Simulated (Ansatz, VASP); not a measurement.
**One calculation of LaHg, two programs**

INCAR

```
SYSTEM = LaHg
  PREC = Accurate
  ENCUT = 520
  EDIFF = 1E-8
  ISMEAR = -1
  SIGMA = 0.08
  LREAL = .FALSE.
  LASPH = .TRUE.
  NELM = 60
  ALGO = Normal
  ISIF = 2
  LWAVE = .FALSE.
  LCHARG = .FALSE.
  LEFG = .TRUE.
  NBANDS = 18
```

KPOINTS

```
Automatic mesh
0
G
  11 11 11
  0 0 0
```

File POSCAR:

```
LaHg
1.0
    3.8370000000      0.0383700000      0.0383700000
    0.0383700000      3.8370000000      0.0383700000
    0.0383700000      0.0383700000      3.8370000000
La Hg
1 1
Direct
    0.5000000000      0.5000000000      0.5000000000
    0.0000000000      0.0000000000      0.0000000000
```

Input for Ansatz:

```yaml
crystal:
  lattice:
    - [3.837, 0.03837, 0.03837]
    - [0.03837, 3.837, 0.03837]
    - [0.03837, 0.03837, 3.837]
  atoms:
    - { symbol: La, position: [0.5, 0.5, 0.5] }
    - { symbol: Hg, position: [0.0, 0.0, 0.0] }
kpoints:
  mp_grid: { grid: [11, 11, 11] }
scf:
  occupations: { method: fermi_dirac, width: 0.08 }
hamiltonian:
  xc: lda
  pseudopotentials: { kind: all_electron, datasets: crystal }
output:
  forces: true
  stress: true
  eigenvalues: true
  efg: { contact_densities: true }
```

Change from the starting cell: equal xy, yz and zx shear strains of +2 %, crystal datasets.

Alike in both runs: task electric field gradients; functional LDA; k mesh 11 × 11 × 11; occupations fermi-dirac, width 0.08 eV; no spin polarisation.

```csv
,VASP,Ansatz
version,VASP 6.6.1,Ansatz 0.2.0
potentials or method,"VASP PAW LDA potentials, release 64 (La, Hg), cutoff 520 eV","all-electron PAW with datasets made for the crystal, scalar-relativistic"
```

```csv
,VASP,Ansatz,Ansatz less VASP
pressure (GPa),-1.7,-1.8,-0.15
"traceless stress, the component that is largest in VASP (GPa)",-0.44,-0.43,+0.017
size of Vzz on the site where it differs most (V/Å²),15.8,25.3,+9.45
```

LDA's correlation is that of Perdew and Zunger in VASP and of Perdew and Wang (1992) in Ansatz. Ansatz ran all-electron here, and VASP with PAW potentials.

Neither program's run includes spin-orbit coupling.
